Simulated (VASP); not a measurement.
Write the native input for VASP 6.6.1 that does the following.

```yaml
Task: single point
Functional: LDA
Potentials_or_basis: VASP PAW LDA potentials, release 64 (Nb_sv, B)
Cutoff: 520 eV
k_mesh: 18 × 18 × 14
Occupations: gaussian, width 0.15 eV
Spin: no spin polarisation
Dipole_correction: no
Further_INCAR_settings: ALGO = Normal; EDIFF = 1e-06; NBANDS = 16
```

The structure of NbB2 lies in POSCAR:

```
NbB2
1.0
    3.1487804992      0.0000000000      0.0000000000
   -1.5743902496      2.7269239032      0.0000000000
    0.0000000000      0.0000000000      3.1172555950
Nb B
1 2
Direct
    0.0000000000      0.0000000000      0.0000000000
    0.3333333333      0.6666666667      0.5000000000
    0.6666666667      0.3333333333      0.5000000000
```

This cell differs from its parent crystal: strain +0.025 along x and y, -0.050 along z.

These files were run (other wordings do the same):

INCAR

```
SYSTEM = NbB2
  PREC = Accurate
  ENCUT = 520
  EDIFF = 1E-6
  ISMEAR = 0
  SIGMA = 0.15
  LREAL = .False.
  LASPH = .True.
  NELM = 100
  ALGO = Normal
  ISIF = 2
  LWAVE = .False.
  LCHARG = .True.
  LELF = .True.
  LVHAR = .True.
  NBANDS = 16
```

KPOINTS

```
regular mesh
0
Gamma
  18 18 14
  0 0 0
```

Potentials or basis: VASP PAW LDA potentials, release 64 (Nb_sv, B).

Run with:

```bash
$ cat potpaw_LDA.64/Nb_sv/POTCAR potpaw_LDA.64/B/POTCAR > POTCAR
$ mpirun -np 1 vasp_std > vasp.out
```

It gave:

```json
{
  "Pressure": "0.0 GPa"
}
```

Caveat: the cell differs from its parent crystal (strain +0.025 along x and y, -0.050 along z).

Run time: 53 s on 1 thread of AMD EPYC 9R45 (Zen 5), with other jobs on the host, peak memory 0.19 GiB.
